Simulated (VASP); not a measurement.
# Zn (P6_3/mmc) in VASP: further runs, part 2 of 2

VASP 6.6.1. The steps go on from the part before.

## 4. Single point, PBE

Contents of INCAR:

```
SYSTEM = Zn
PREC = Accurate
ENCUT = 520
EDIFF = 1E-7
ISMEAR = 0
SIGMA = 0.3
LREAL = .FALSE.
LASPH = .TRUE.
NELM = 60
ALGO = Normal
ISIF = 2
LWAVE = .FALSE.
LCHARG = .FALSE.
GGA = PE
NBANDS = 19
```

Contents of KPOINTS:

```
Automatic mesh
0
G
  14 14 7
  0 0 0
```

Contents of POSCAR:

```
Zn
1.0
    2.6556370042      0.0000000000      0.0000000000
   -1.3278185021      2.2998491089      0.0000000000
    0.0000000000      0.0000000000      4.9624616040
Zn
2
Direct
    0.3333333333      0.6666666667      0.2500000000
    0.6666666667      0.3333333333      0.7500000000
```

Potentials or basis: VASP PAW PBE potentials, release 64 (Zn).

Launch:

```console
> cat potpaw_PBE.64/Zn/POTCAR > POTCAR
> mpirun -np 1 vasp_std > vasp.out
```

OUTCAR:

```text
SYSTEM = Zn
   PREC = Accurate
   ENCUT = 520
   EDIFF = 1E-7
   ISMEAR = 0
   LREAL = .FALSE.
   LASPH = .TRUE.
   NELM = 60
   ISIF = 2
   GGA = PE

 ion  position               nearest neighbor table
   1  0.333  0.667  0.250-   2 2.92   2 2.92   2 2.92   2 2.92   2 2.92   2 2.92
   2  0.667  0.333  0.750-   1 2.92   1 2.92   1 2.92   1 2.92   1 2.92   1 2.92

  LATTYP: Found a hexagonal cell.
 ALAT       =     2.6556370042
 C/A-ratio  =     1.8686520771

  Lattice vectors:

 A1 = (   2.6556370042,   0.0000000000,   0.0000000000)
 A2 = (  -1.3278185021,   2.2998491089,   0.0000000000)
 A3 = (   0.0000000000,   0.0000000000,   4.9624616040)

Analysis of symmetry for initial positions (statically):
=====================================================================
 Subroutine PRICEL returns:
 Original cell was already a primitive cell.

 Routine SETGRP: Setting up the symmetry group for a
 hexagonal supercell.

 Subroutine GETGRP returns: Found 24 space group operations
 (whereof 12 operations were pure point group operations)
 out of a pool of 24 trial point group operations.

The static configuration has the point symmetry D_3d.
 The point group associated with its full space group is D_6h.

Analysis of symmetry for dynamics (positions and initial velocities):
=====================================================================
 Subroutine PRICEL returns:
 Original cell was already a primitive cell.

 Routine SETGRP: Setting up the symmetry group for a
 hexagonal supercell.

 Subroutine GETGRP returns: Found 24 space group operations
 (whereof 12 operations were pure point group operations)
 out of a pool of 24 trial point group operations.

The dynamic configuration has the point symmetry D_3d.
 The point group associated with its full space group is D_6h.

 Subroutine INISYM returns: Found 24 space group operations
 (whereof 12 operations are pure point group operations),
 and found     1 'primitive' translations

----------------------------------------------------------------------------------------

                                     Primitive cell

  volume of cell :      30.3086

  direct lattice vectors                    reciprocal lattice vectors
     2.655637004  0.000000000  0.000000000     0.376557488  0.217405567  0.000000000
    -1.327818502  2.299849109  0.000000000     0.000000000  0.434811134  0.000000000
     0.000000000  0.000000000  4.962461604     0.000000000  0.000000000  0.201512894

  length of vectors
     2.655637004  2.655637004  4.962461604     0.434811134  0.434811134  0.201512894

  position of ions in fractional coordinates (direct lattice)
     0.333333333  0.666666667  0.250000000
     0.666666667  0.333333333  0.750000000

  ion indices of the primitive-cell ions
   primitive index   ion index
                 1           1
                 2           2

----------------------------------------------------------------------------------------

 KPOINTS: Automatic mesh

Automatic generation of k-mesh.
 Grid dimensions read from file:
 generate k-points for:   14   14    7

 Generating k-lattice:

  Cartesian coordinates                     Fractional coordinates (reciprocal lattice)
     0.026896963  0.015528969  0.000000000     0.071428571  0.000000000  0.000000000
     0.000000000  0.031057938  0.000000000     0.000000000  0.071428571  0.000000000
     0.000000000  0.000000000  0.028787556     0.000000000  0.000000000  0.142857143

  Length of vectors
     0.031057938  0.031057938  0.028787556

  Shift w.r.t. Gamma in fractional coordinates (k-lattice)
     0.000000000  0.000000000  0.000000000

 Subroutine IBZKPT returns following result:
 ===========================================

 Found     96 irreducible k-points:

 Following reciprocal coordinates:
            Coordinates               Weight
  0.000000  0.000000  0.000000      1.000000
  0.071429  0.000000  0.000000      6.000000
  0.142857  0.000000  0.000000      6.000000
  0.214286 -0.000000  0.000000      6.000000
  0.285714  0.000000  0.000000      6.000000
  0.357143  0.000000  0.000000      6.000000
[... 16 lines left out ...]
  0.285714  0.285714  0.000000      6.000000
  0.357143  0.285714  0.000000      6.000000
 [... further k-points ...]
   k-points           NKPTS =     96   k-points in BZ     NKDIM =     96   number of bands    NBANDS=     19
   number of dos      NEDOS =    301   number of ions     NIONS =      2
   total plane-waves  NPLWV =  16000
   dimension x,y,z NGX =    20 NGY =   20 NGZ =   40
   dimension x,y,z NGXF=    40 NGYF=   40 NGZF=   80
   ions per type =               2
   NGX,Y,Z   is equivalent  to a cutoff of  12.52, 12.52, 13.40 a.u.
   NGXF,Y,Z  is equivalent  to a cutoff of  25.04, 25.04, 26.80 a.u.
 SYSTEM =  Zn
   PREC   = accura    normal or accurate (medium, high low for compatibility)
   ISTART =      0    job   : 0-new  1-cont  2-samecut
   ICHARG =      2    charge: 1-file 2-atom 10-const
   ISPIN  =      1    spin polarized calculation?
   LNONCOLLINEAR =      F non collinear calculations
   LSORBIT =      F    spin-orbit coupling
   LASPH  =      T    aspherical Exc in radial PAW
   ENCUT  =  520.0 eV  38.22 Ry    6.18 a.u.   4.94  4.94  9.23*2*pi/ulx,y,z
   NELM   =     60;   NELMIN=  2; NELMDL= -5     # of ELM steps
   EDIFF  = 0.1E-06   stopping-criterion for ELM
   LREAL  =      F    real-space projection
   EDIFFG = 0.1E-05   stopping-criterion for IOM
   NSW    =      0    number of steps for IOM
   IBRION =     -1    ionic relax: 0-MD 1-quasi-New 2-CG
   NFREE  =      0    steps in history (QN), initial steepest desc. (CG)
   ISIF   =      2    stress and relaxation
   ISYM   =      2    0-nonsym 1-usesym 2-fastsym
   POTIM  = 0.5000    time-step for ionic-motion
   TEBEG  =    0.0;   TEEND  =   0.0 temperature during run
   PSTRESS=    0.0 pullay stress
   NELECT =      24.0000    total number of electrons
   NUPDOWN=      -1.0000    fix difference up-down
   EMIN   =  10.00;   EMAX   =-10.00  energy-range for DOS
   EFERMI =   0.00;   METHOD = LEGACY
   ISMEAR =     0;   SIGMA  =   0.30  broadening in eV -4-tet -1-fermi 0-gaus
   EFERMI_NEDOS =   21; number of points for ismear=-14 and -15
   IALGO  =     38    algorithm
   IMIX   =      4    mixing-type and parameters
     AMIX     =   0.40;   BMIX     =  1.00
     AMIX_MAG =   1.60;   BMIX_MAG =  1.00
  volume/ion in A,a.u.               =      15.15       102.27
  Fermi-wavevector in a.u.,A,eV,Ry     =   1.514573  2.862128 31.210826  2.293931
  Thomas-Fermi vector in A             =   2.624212
   LORBIT       =      0    0 simple, 1 ext, 2 COOP (PROOUT), +10 PAW based schemes
   GGA     = PE    functional components
   LHFCALC =     F    Hartree Fock is set to
   AEXX    =    0.0000 exact exchange contribution
   IVDW    =     0    specifies the selected vdW correction
   LEPSILON=     F    determine dielectric tensor
   LRPA    =     F    only Hartree local field effects (RPA)
 non-spin polarized calculation
 Gauss-broadening in eV      SIGMA  =   0.30
  energy-cutoff  :      520.00
  volume of cell :       30.31
 maximum number of plane-waves:       837
 NGX is ok and might be reduce to    20
   NGX =  9   NGY =  9   NGZ = 19

 number of electron      24.0000020 magnetization

 Free energy of the ion-electron system (eV)
  ---------------------------------------------------
  ext. energy  EPLUGINS =         0.00000000
  ---------------------------------------------------
  free energy    TOTEN  =        -2.21735323 eV

  energy without entropy =       -2.19291810  energy(sigma->0) =       -2.20513566

 E-fermi :   3.1274     XC(G=0): -11.5694

 val. band max:        3.0623273237   @ k =   0.2143   0.2143   0.0000
 cond. band min:       3.1425362996   @ k =   0.2857   0.1429   0.0000
 fundamental gap:      0.0802089759
 Fermi energy:         3.1273820474

 k-point     1 :       0.0000    0.0000    0.0000
  band No.  band energies     occupation
      1      -7.2946      2.00000
      2      -5.5014      2.00000
      3      -4.7982      2.00000
      4      -4.5586      2.00000
      5      -4.5585      2.00000
      6      -4.5099      2.00000
[... 11 lines left out ...]
     18      22.3807      0.00000
     19      22.3818      0.00000

 k-point     2 :       0.0714    0.0000    0.0000
  band No.  band energies     occupation
      1      -7.1422      2.00000
      2      -5.4346      2.00000
      3      -4.7823      2.00000
      4      -4.5738      2.00000
      5      -4.5262      2.00000
      6      -4.5226      2.00000
[... 476 lines left out ...]
 k-point    24 :       0.3571    0.2857    0.0000
  band No.  band energies     occupation
      1      -4.9153      2.00000
      2      -4.7993      2.00000
      3      -4.7369      2.00000
      4      -4.5710      2.00000
      5      -4.5681      2.00000
      6      -4.5599      2.00000
[... 11 lines left out ...]
     18      10.3669      0.00000
     19      12.3256      0.00000

 [... further k-points ...]
[... 5 lines left out ...]
  --------------------------------------------------------------------------------------
  -------------------------------------------------------------------------------------
  Total        0.1425680      0.1425680      0.0058869      0.0000000     -0.0000000     -0.0000000
  in kB        7.5364582      7.5364582      0.3111926      0.0000000     -0.0000000     -0.0000000
  external PRESSURE =       5.1280363 kB  Pullay stress =       0.0000000 kB

 VOLUME and BASIS-vectors are now :
 -----------------------------------------------------------------------------
  energy-cutoff  :      520.00
  volume of cell :       30.31
      direct lattice vectors                 reciprocal lattice vectors
     2.655637004  0.000000000  0.000000000     0.376557488  0.217405567  0.000000000
    -1.327818502  2.299849109  0.000000000     0.000000000  0.434811134  0.000000000
     0.000000000  0.000000000  4.962461604     0.000000000  0.000000000  0.201512894

 POSITION                                       TOTAL-FORCE (eV/Angst)
 -----------------------------------------------------------------------------------
     -0.00000      1.53323      1.24062        -0.000000      0.000000     -0.000000
      1.32782      0.76662      3.72185         0.000000     -0.000000      0.000000
 -----------------------------------------------------------------------------------
    total drift:                               -0.000000      0.000000      0.000000

  FREE ENERGIE OF THE ION-ELECTRON SYSTEM (eV)
  ---------------------------------------------------
  free  energy   TOTEN  =        -2.2173532258 eV

  energy  without entropy=       -2.1929181027  energy(sigma->0) =       -2.20513566
```

stdout:

```text
POSCAR found type information on POSCAR Zn
 POSCAR found :  1 types and       2 ions
 scaLAPACK will be used
 LDA part: xc-table for (Slater+PW92), standard interpolation
 POSCAR, INCAR and KPOINTS ok, starting setup
 FFT: planning ... GRIDC
 FFT: planning ... GRID_SOFT
 FFT: planning ... GRID
 WAVECAR not read
 entering main loop
```

Run time: 29 s. Hardware: 1 thread of Intel Xeon Platinum 8488C (Sapphire Rapids), shared host; peak memory 0.17 GiB.

Results:

```yaml
Free_energy: -2.2174 eV
Pressure: 0.5 GPa
Band_gap_on_the_k_mesh: zero (band 12 reaches 4.59 eV, above the bottom of band 13 at 0.02 eV)
```

Stress tensor (GPa, compression positive):
```
0.75 0.00 0.00
0.00 0.75 0.00
0.00 0.00 0.03
```

## 5. Single point, PBE

Contents of INCAR:

```
SYSTEM = Zn
  PREC = Accurate
  ENCUT = 520
  EDIFF = 1E-6
  ISMEAR = 0
  SIGMA = 0.6
  LREAL = .False.
  LASPH = .True.
  NELM = 100
  ALGO = Normal
  ISIF = 2
  LWAVE = .False.
  LCHARG = .True.
  GGA = PE
  LELF = .True.
  LVHAR = .True.
  NBANDS = 19
```

Contents of KPOINTS:

```
regular mesh
0
Gamma
  14 14 7
  0 0 0
```

POSCAR is that of step 4.

Potentials or basis: VASP PAW PBE potentials, release 64 (Zn).

Launch:

```console
> cat potpaw_PBE.64/Zn/POTCAR > POTCAR
> mpirun -np 1 vasp_std > vasp.out
```

OUTCAR:

```text
SYSTEM = Zn
   PREC = Accurate
   ENCUT = 520
   EDIFF = 1E-6
   ISMEAR = 0
   LREAL = .False.
   LASPH = .True.
   NELM = 100
   ISIF = 2
   GGA = PE

 ion  position               nearest neighbor table
   1  0.333  0.667  0.250-   2 2.92   2 2.92   2 2.92   2 2.92   2 2.92   2 2.92
   2  0.667  0.333  0.750-   1 2.92   1 2.92   1 2.92   1 2.92   1 2.92   1 2.92

  LATTYP: Found a hexagonal cell.
 ALAT       =     2.6556370042
 C/A-ratio  =     1.8686520771

  Lattice vectors:

 A1 = (   2.6556370042,   0.0000000000,   0.0000000000)
 A2 = (  -1.3278185021,   2.2998491089,   0.0000000000)
 A3 = (   0.0000000000,   0.0000000000,   4.9624616040)

Analysis of symmetry for initial positions (statically):
=====================================================================
 Subroutine PRICEL returns:
 Original cell was already a primitive cell.

 Routine SETGRP: Setting up the symmetry group for a
 hexagonal supercell.

 Subroutine GETGRP returns: Found 24 space group operations
 (whereof 12 operations were pure point group operations)
 out of a pool of 24 trial point group operations.

The static configuration has the point symmetry D_3d.
 The point group associated with its full space group is D_6h.

Analysis of symmetry for dynamics (positions and initial velocities):
=====================================================================
 Subroutine PRICEL returns:
 Original cell was already a primitive cell.

 Routine SETGRP: Setting up the symmetry group for a
 hexagonal supercell.

 Subroutine GETGRP returns: Found 24 space group operations
 (whereof 12 operations were pure point group operations)
 out of a pool of 24 trial point group operations.

The dynamic configuration has the point symmetry D_3d.
 The point group associated with its full space group is D_6h.

 Subroutine INISYM returns: Found 24 space group operations
 (whereof 12 operations are pure point group operations),
[... 106 lines left out ...]
   PSTRESS=    0.0 pullay stress
   NELECT =      24.0000    total number of electrons
   NUPDOWN=      -1.0000    fix difference up-down
   EMIN   =  10.00;   EMAX   =-10.00  energy-range for DOS
   EFERMI =   0.00;   METHOD = LEGACY
   ISMEAR =     0;   SIGMA  =   0.60  broadening in eV -4-tet -1-fermi 0-gaus
   EFERMI_NEDOS =   21; number of points for ismear=-14 and -15
   IALGO  =     38    algorithm
   IMIX   =      4    mixing-type and parameters
     AMIX     =   0.40;   BMIX     =  1.00
     AMIX_MAG =   1.60;   BMIX_MAG =  1.00
  volume/ion in A,a.u.               =      15.15       102.27
  Fermi-wavevector in a.u.,A,eV,Ry     =   1.514573  2.862128 31.210826  2.293931
  Thomas-Fermi vector in A             =   2.624212
   LORBIT       =      0    0 simple, 1 ext, 2 COOP (PROOUT), +10 PAW based schemes
   GGA     = PE    functional components
   LHFCALC =     F    Hartree Fock is set to
   AEXX    =    0.0000 exact exchange contribution
   IVDW    =     0    specifies the selected vdW correction
   LEPSILON=     F    determine dielectric tensor
   LRPA    =     F    only Hartree local field effects (RPA)
 non-spin polarized calculation
 Gauss-broadening in eV      SIGMA  =   0.60
  energy-cutoff  :      520.00
  volume of cell :       30.31
 maximum number of plane-waves:       837
 NGX is ok and might be reduce to    20
   NGX =  9   NGY =  9   NGZ = 19

 number of electron      24.0000020 magnetization

 Free energy of the ion-electron system (eV)
  ---------------------------------------------------
  ext. energy  EPLUGINS =         0.00000000
  ---------------------------------------------------
  free energy    TOTEN  =        -2.25271560 eV

  energy without entropy =       -2.16082148  energy(sigma->0) =       -2.20676854

 E-fermi :   3.1272     XC(G=0): -11.5691

 val. band max:        3.0624131269   @ k =   0.2143   0.2143   0.0000
 cond. band min:       3.1425923900   @ k =   0.2857   0.1429   0.0000
 fundamental gap:      0.0801792631
 Fermi energy:         3.1271757264

 k-point     1 :       0.0000    0.0000    0.0000
  band No.  band energies     occupation
      1      -7.2944      2.00000
      2      -5.4999      2.00000
      3      -4.7960      2.00000
      4      -4.5571      2.00000
      5      -4.5571      2.00000
      6      -4.5084      2.00000
[... 505 lines left out ...]
      6      -4.5577      2.00000
[... 11 lines left out ...]
     18      10.3668      0.00000
     19      12.3266      0.00000

 [... further k-points ...]
[... 5 lines left out ...]
  --------------------------------------------------------------------------------------
  -------------------------------------------------------------------------------------
  Total        0.1706821      0.1706821      0.1006798     -0.0000000      0.0000000     -0.0000000
  in kB        9.0226349      9.0226349      5.3221589     -0.0000000      0.0000000     -0.0000000
  external PRESSURE =       7.7891429 kB  Pullay stress =       0.0000000 kB

 VOLUME and BASIS-vectors are now :
 -----------------------------------------------------------------------------
  energy-cutoff  :      520.00
  volume of cell :       30.31
      direct lattice vectors                 reciprocal lattice vectors
     2.655637004  0.000000000  0.000000000     0.376557488  0.217405567  0.000000000
    -1.327818502  2.299849109  0.000000000     0.000000000  0.434811134  0.000000000
     0.000000000  0.000000000  4.962461604     0.000000000  0.000000000  0.201512894

 POSITION                                       TOTAL-FORCE (eV/Angst)
 -----------------------------------------------------------------------------------
     -0.00000      1.53323      1.24062        -0.000000      0.000000      0.000000
      1.32782      0.76662      3.72185         0.000000     -0.000000      0.000000
 -----------------------------------------------------------------------------------
    total drift:                               -0.000000      0.000000      0.000000

  FREE ENERGIE OF THE ION-ELECTRON SYSTEM (eV)
  ---------------------------------------------------
  free  energy   TOTEN  =        -2.2527156035 eV

  energy  without entropy=       -2.1608214834  energy(sigma->0) =       -2.20676854
```

Run time: 26 s. Hardware: 1 thread of Intel Xeon Platinum 8488C (Sapphire Rapids), shared host; peak memory 0.17 GiB.

What came out:

```yaml
Free_energy: -2.2527 eV
Pressure: 0.8 GPa
Band_gap_on_the_k_mesh: zero (band 12 reaches 4.59 eV, above the bottom of band 13 at 0.02 eV)
```

Levels at points of the mesh, in eV from the Fermi level:
```csv
k point,band 8,band 9,band 10,band 11,band 12,band 13,band 14,band 15,band 16,band 17
"(0.00, 0.00, 0.00)",-7.30,-7.30,-7.09,-7.09,-3.67,-3.10,13.44,17.12,17.62,17.62
"(0.50, 0.00, 0.00)",-7.11,-6.91,-6.89,-2.82,-2.13,2.60,3.56,4.08,5.71,10.26
```

## 6. Summary

| smearing | gap on the mesh (eV) | pressure (GPa) |
| --- | --- | --- |
| gaussian 0.1 eV | none | 0.4 |
| gaussian 0.2 eV | none | 0.5 |
| gaussian 0.3 eV | none | 0.5 |
| gaussian 0.6 eV | none | 0.8 |

Alike in all rows: task single point; level PBE; potentials or basis VASP PAW PBE potentials, release 64 (Zn); no spin polarisation; cell as given; k mesh 14 × 14 × 7; cutoff (eV) 520.

Every run on the cell as given and a fine mesh finds a metal.

Total energies depend on the potentials used, so only differences within one code and one set of settings carry meaning.
